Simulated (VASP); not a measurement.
# Zn2Se3 (R-3m) in VASP: single point with PBE

Aim: the single point of Zn2Se3 with PBE.

Everything below comes from runs of VASP 6.6.1. Logs are shortened: lines on timing, memory, paths and dates and some standing lists are left out, and cuts for length are marked.

**1. The cell of the first run**

It takes space group R-3m (No. 166, trigonal). The conventional cell has a = 3.833 Å, b = 3.833 Å, c = 23.915 Å, α = 90.00°, β = 90.00°, γ = 120.00°. Within 3.4 Å of Zn (site symmetry 3m) lie 6 Se at 2.55 to 2.74 Å. Se (site symmetry -3m) has 6 Zn at 2.74 Å and 12 Se at 3.65 to 3.83 Å within 3.9 Å. Within 3.4 Å of Se (site symmetry 3m) lie 3 Zn at 2.55 Å and 3 Se at 3.10 Å.

**2. Single point, PBE**

INCAR

```
PREC = Accurate ; ENCUT = 520
EDIFF = 1E-6 ; ISMEAR = 0
SIGMA = 0.1 ; LREAL = False
LASPH = True ; NELM = 100
ALGO = Normal ; ISIF = 2
LWAVE = False ; LCHARG = False
GGA = PE ; NBANDS = 29
```

KPOINTS

```
regular mesh
0
Gamma
  12 12 12
```

POSCAR

```
Zn2Se3
1.0
    1.9162619980      1.1063543804      7.9716372144
   -1.9162619980      1.1063543804      7.9716372144
    0.0000000000     -2.2127087607      7.9716372144
Zn Se
2 3
Direct
    0.4012354657      0.4012354657      0.4012354657
    0.5987645343      0.5987645343      0.5987645343
    0.0000000000      0.0000000000      0.0000000000
    0.2121166106      0.2121166106      0.2121166106
    0.7878833894      0.7878833894      0.7878833894
```

Potentials or basis: VASP PAW PBE potentials, release 64 (Zn, Se).

Command:

```bash
cat potpaw_PBE.64/Zn/POTCAR potpaw_PBE.64/Se/POTCAR > POTCAR
mpirun -np 1 vasp_std > vasp.out
```

OUTCAR:

```text
PREC = Accurate
   ENCUT = 520
   EDIFF = 1E-6
   ISMEAR = 0
   LREAL = False
   LASPH = True
   NELM = 100
   ISIF = 2
   GGA = PE

 ion  position               nearest neighbor table
   1  0.401  0.401  0.401-   5 2.55   5 2.55   5 2.55   3 2.74   3 2.74   3 2.74
   2  0.599  0.599  0.599-   4 2.55   4 2.55   4 2.55   3 2.74   3 2.74   3 2.74
   3  0.000  0.000  0.000-   2 2.74   1 2.74   2 2.74   2 2.74   1 2.74   1 2.74
   4  0.212  0.212  0.212-   2 2.55   2 2.55   2 2.55
   5  0.788  0.788  0.788-   1 2.55   1 2.55   1 2.55

  LATTYP: Found a trigonal (rhomboedric) cell.
 ALAT       =     8.2730332973
 COS(alpha) =     0.8926974050

  Lattice vectors:

 A1 = (   1.9162619980,   1.1063543804,   7.9716372144)
 A2 = (  -1.9162619980,   1.1063543804,   7.9716372144)
 A3 = (   0.0000000000,  -2.2127087607,   7.9716372144)

Analysis of symmetry for initial positions (statically):
=====================================================================
 Subroutine PRICEL returns:
 Original cell was already a primitive cell.

 Routine SETGRP: Setting up the symmetry group for a
 trigonal (rhombohedral) supercell.

 Subroutine GETGRP returns: Found 12 space group operations
 (whereof 12 operations were pure point group operations)
 out of a pool of 12 trial point group operations.

The static configuration has the point symmetry D_3d.

Analysis of symmetry for dynamics (positions and initial velocities):
=====================================================================
 Subroutine PRICEL returns:
 Original cell was already a primitive cell.

 Routine SETGRP: Setting up the symmetry group for a
 trigonal (rhombohedral) supercell.

 Subroutine GETGRP returns: Found 12 space group operations
 (whereof 12 operations were pure point group operations)
 out of a pool of 12 trial point group operations.

The dynamic configuration has the point symmetry D_3d.

 Subroutine INISYM returns: Found 12 space group operations
 (whereof 12 operations are pure point group operations),
 and found     1 'primitive' translations

----------------------------------------------------------------------------------------

                                     Primitive cell

  volume of cell :     101.4023

  direct lattice vectors                    reciprocal lattice vectors
     1.916261998  1.106354380  7.971637214     0.260924655  0.150644920  0.041814915
    -1.916261998  1.106354380  7.971637214    -0.260924655  0.150644920  0.041814915
     0.000000000 -2.212708761  7.971637214     0.000000000 -0.301289839  0.041814915

  length of vectors
     8.273033297  8.273033297  8.273033297     0.304177669  0.304177669  0.304177669

  position of ions in fractional coordinates (direct lattice)
     0.401235466  0.401235466  0.401235466
     0.598764534  0.598764534  0.598764534
     0.000000000  0.000000000  0.000000000
     0.212116611  0.212116611  0.212116611
     0.787883389  0.787883389  0.787883389

  ion indices of the primitive-cell ions
   primitive index   ion index
                 1           1
                 2           2
                 3           3
                 4           4
                 5           5

----------------------------------------------------------------------------------------

 KPOINTS: regular mesh

Automatic generation of k-mesh.
 Grid dimensions read from file:
 generate k-points for:   12   12   12

 Generating k-lattice:

  Cartesian coordinates                     Fractional coordinates (reciprocal lattice)
     0.021743721  0.012553743  0.003484576     0.083333333  0.000000000  0.000000000
    -0.021743721  0.012553743  0.003484576     0.000000000  0.083333333  0.000000000
     0.000000000 -0.025107487  0.003484576     0.000000000  0.000000000  0.083333333

  Length of vectors
     0.025348139  0.025348139  0.025348139

  Shift w.r.t. Gamma in fractional coordinates (k-lattice)
     0.000000000  0.000000000  0.000000000

 Subroutine IBZKPT returns following result:
 ===========================================

 Found    189 irreducible k-points:

 Following reciprocal coordinates:
            Coordinates               Weight
  0.000000  0.000000  0.000000      1.000000
  0.083333 -0.000000 -0.000000      6.000000
  0.166667 -0.000000 -0.000000      6.000000
  0.250000 -0.000000 -0.000000      6.000000
  0.333333 -0.000000 -0.000000      6.000000
  0.416667 -0.000000 -0.000000      6.000000
[... 16 lines left out ...]
  0.500000  0.166667 -0.000000     12.000000
 -0.416667  0.166667  0.000000     12.000000
 [... further k-points ...]
   k-points           NKPTS =    189   k-points in BZ     NKDIM =    189   number of bands    NBANDS=     29
   number of dos      NEDOS =    301   number of ions     NIONS =      5
   total plane-waves  NPLWV = 262144
   dimension x,y,z NGX =    64 NGY =   64 NGZ =   64
   dimension x,y,z NGXF=   128 NGYF=  128 NGZF=  128
   ions per type =               2   3
   NGX,Y,Z   is equivalent  to a cutoff of  12.86, 12.86, 12.86 a.u.
   NGXF,Y,Z  is equivalent  to a cutoff of  25.72, 25.72, 25.72 a.u.
 SYSTEM =  unknown system
   PREC   = accura    normal or accurate (medium, high low for compatibility)
   ISTART =      0    job   : 0-new  1-cont  2-samecut
   ICHARG =      2    charge: 1-file 2-atom 10-const
   ISPIN  =      1    spin polarized calculation?
   LNONCOLLINEAR =      F non collinear calculations
   LSORBIT =      F    spin-orbit coupling
   LASPH  =      T    aspherical Exc in radial PAW
   ENCUT  =  520.0 eV  38.22 Ry    6.18 a.u.  15.38 15.38 15.38*2*pi/ulx,y,z
   NELM   =    100;   NELMIN=  2; NELMDL= -5     # of ELM steps
   EDIFF  = 0.1E-05   stopping-criterion for ELM
   LREAL  =      F    real-space projection
   EDIFFG = 0.1E-04   stopping-criterion for IOM
   NSW    =      0    number of steps for IOM
   IBRION =     -1    ionic relax: 0-MD 1-quasi-New 2-CG
   NFREE  =      0    steps in history (QN), initial steepest desc. (CG)
   ISIF   =      2    stress and relaxation
   ISYM   =      2    0-nonsym 1-usesym 2-fastsym
   POTIM  = 0.5000    time-step for ionic-motion
   TEBEG  =    0.0;   TEEND  =   0.0 temperature during run
   PSTRESS=    0.0 pullay stress
   NELECT =      42.0000    total number of electrons
   NUPDOWN=      -1.0000    fix difference up-down
   EMIN   =  10.00;   EMAX   =-10.00  energy-range for DOS
   EFERMI =   0.00;   METHOD = LEGACY
   ISMEAR =     0;   SIGMA  =   0.10  broadening in eV -4-tet -1-fermi 0-gaus
   EFERMI_NEDOS =   21; number of points for ismear=-14 and -15
   IALGO  =     38    algorithm
   IMIX   =      4    mixing-type and parameters
     AMIX     =   0.40;   BMIX     =  1.00
     AMIX_MAG =   1.60;   BMIX_MAG =  1.00
  volume/ion in A,a.u.               =      20.28       136.86
  Fermi-wavevector in a.u.,A,eV,Ry     =   1.220324  2.306079 20.261682  1.489192
  Thomas-Fermi vector in A             =   2.355546
   LORBIT       =      0    0 simple, 1 ext, 2 COOP (PROOUT), +10 PAW based schemes
   GGA     = PE    functional components
   LHFCALC =     F    Hartree Fock is set to
   AEXX    =    0.0000 exact exchange contribution
   IVDW    =     0    specifies the selected vdW correction
   LEPSILON=     F    determine dielectric tensor
   LRPA    =     F    only Hartree local field effects (RPA)
 non-spin polarized calculation
 Gauss-broadening in eV      SIGMA  =   0.10
  energy-cutoff  :      520.00
  volume of cell :      101.40
 maximum number of plane-waves:      2760
 NGX is ok and might be reduce to    64
   NGX = 31   NGY = 31   NGZ = 31

 number of electron      42.0000014 magnetization

 Free energy of the ion-electron system (eV)
  ---------------------------------------------------
  ext. energy  EPLUGINS =         0.00000000
  ---------------------------------------------------
  free energy    TOTEN  =       -13.69407879 eV

  energy without entropy =      -13.67365956  energy(sigma->0) =      -13.68386918

 E-fermi :   3.1055     XC(G=0): -10.2272

 val. band max:        3.1052563675   @ k =   0.5000   0.5000   0.2500
 cond. band min:       3.1059977047   @ k =  -0.4167   0.3333   0.1667
 fundamental gap:      0.0007413373
 Fermi energy:         3.1055278770

 k-point     1 :       0.0000    0.0000    0.0000
  band No.  band energies     occupation
      1     -10.9723      2.00000
      2      -9.6732      2.00000
      3      -9.3085      2.00000
      4      -3.7196      2.00000
      5      -3.7196      2.00000
      6      -3.6377      2.00000
[... 21 lines left out ...]
     28       9.5967      0.00000
     29      10.6298      0.00000

 k-point     2 :       0.0833   -0.0000   -0.0000
  band No.  band energies     occupation
      1     -10.9107      2.00000
      2      -9.6517      2.00000
      3      -9.2684      2.00000
      4      -3.7221      2.00000
      5      -3.7138      2.00000
      6      -3.6725      2.00000
[... 21 lines left out ...]
     28      10.1580      0.00000
     29      10.4333      0.00000

 k-point     3 :       0.1667   -0.0000   -0.0000
  band No.  band energies     occupation
      1     -10.7309      2.00000
      2      -9.5880      2.00000
      3      -9.1655      2.00000
      4      -3.7252      2.00000
      5      -3.7098      2.00000
      6      -3.6991      2.00000
[... 21 lines left out ...]
     28       9.5974      0.00000
     29      10.5317      0.00000

 k-point     4 :       0.2500   -0.0000   -0.0000
  band No.  band energies     occupation
      1     -10.4506      2.00000
      2      -9.4909      2.00000
      3      -9.0454      2.00000
      4      -3.7488      2.00000
      5      -3.6826      2.00000
      6      -3.6613      2.00000
[... 21 lines left out ...]
     28       9.9757      0.00000
     29      10.2615      0.00000

 k-point     5 :       0.3333   -0.0000   -0.0000
  band No.  band energies     occupation
      1     -10.1050      2.00000
      2      -9.3820      2.00000
      3      -8.9719      2.00000
      4      -3.7290      2.00000
      5      -3.6703      2.00000
      6      -3.5882      2.00000
[... 21 lines left out ...]
     28      10.3964      0.00000
     29      10.9315      0.00000
[... 510 lines left out ...]
     28      10.2466      0.00000
     29      10.4082      0.00000

 k-point    22 :       0.4167    0.1667   -0.0000
  band No.  band energies     occupation
      1      -9.9501      2.00000
      2      -9.3835      2.00000
      3      -8.9260      2.00000
      4      -3.6764      2.00000
      5      -3.6618      2.00000
      6      -3.6137      2.00000
[... 21 lines left out ...]
     28      10.6089      0.00000
     29      10.7734      0.00000

 k-point    23 :       0.5000    0.1667   -0.0000
  band No.  band energies     occupation
      1      -9.6364      2.00000
      2      -9.2731      2.00000
      3      -8.9894      2.00000
      4      -3.6914      2.00000
      5      -3.6599      2.00000
      6      -3.6089      2.00000
[... 21 lines left out ...]
     28      10.9027      0.00000
     29      11.3802      0.00000

 k-point    24 :      -0.4167    0.1667    0.0000
  band No.  band energies     occupation
      1      -9.4837      2.00000
      2      -9.1984      2.00000
      3      -9.0788      2.00000
      4      -3.6961      2.00000
      5      -3.6650      2.00000
      6      -3.6515      2.00000
[... 21 lines left out ...]
     28      11.2760      0.00000
     29      11.4244      0.00000

 [... further k-points ...]
[... 5 lines left out ...]
  --------------------------------------------------------------------------------------
  -------------------------------------------------------------------------------------
  Total        0.1312550      0.1312550      0.1208813      0.0000000      0.0000000      0.0000000
  in kB        2.0738558      2.0738558      1.9099493      0.0000000      0.0000000      0.0000000
  external PRESSURE =       2.0192203 kB  Pullay stress =       0.0000000 kB

 VOLUME and BASIS-vectors are now :
 -----------------------------------------------------------------------------
  energy-cutoff  :      520.00
  volume of cell :      101.40
      direct lattice vectors                 reciprocal lattice vectors
     1.916261998  1.106354380  7.971637214     0.260924655  0.150644920  0.041814915
    -1.916261998  1.106354380  7.971637214    -0.260924655  0.150644920  0.041814915
     0.000000000 -2.212708761  7.971637214     0.000000000 -0.301289839  0.041814915

 POSITION                                       TOTAL-FORCE (eV/Angst)
 -----------------------------------------------------------------------------------
      0.00000      0.00000      9.59551         0.000000     -0.000000     -0.006638
      0.00000      0.00000     14.31940         0.000000      0.000000      0.006638
      0.00000      0.00000      0.00000         0.000000      0.000000     -0.000000
      0.00000      0.00000      5.07275         0.000000     -0.000000     -0.019268
      0.00000      0.00000     18.84216         0.000000      0.000000      0.019268
 -----------------------------------------------------------------------------------
    total drift:                                0.000000      0.000000      0.000000

  FREE ENERGIE OF THE ION-ELECTRON SYSTEM (eV)
  ---------------------------------------------------
  free  energy   TOTEN  =       -13.6940787925 eV

  energy  without entropy=      -13.6736595622  energy(sigma->0) =      -13.68386918
```

It took 23 min on 1 thread of Intel Xeon Platinum 8488C (Sapphire Rapids), shared host; peak memory 0.86 GiB.

What came out:

| Property | Result |
| --- | --- |
| Free energy | -13.6941 eV |
| Pressure | 0.2 GPa |
| Largest force | 0.019 eV/Å |
| Band gap on the k mesh | zero (bands 21 and 22 overlap by 0.79 eV) |

Forces in eV/Å, atoms in the order of the input:
```
Zn   0.000  0.000 -0.007
Zn   0.000  0.000  0.007
Se   0.000  0.000  0.000
Se   0.000  0.000 -0.019
Se   0.000  0.000  0.019
```

Caveat: semilocal functionals underestimate gaps, so a narrow gap can read as zero.
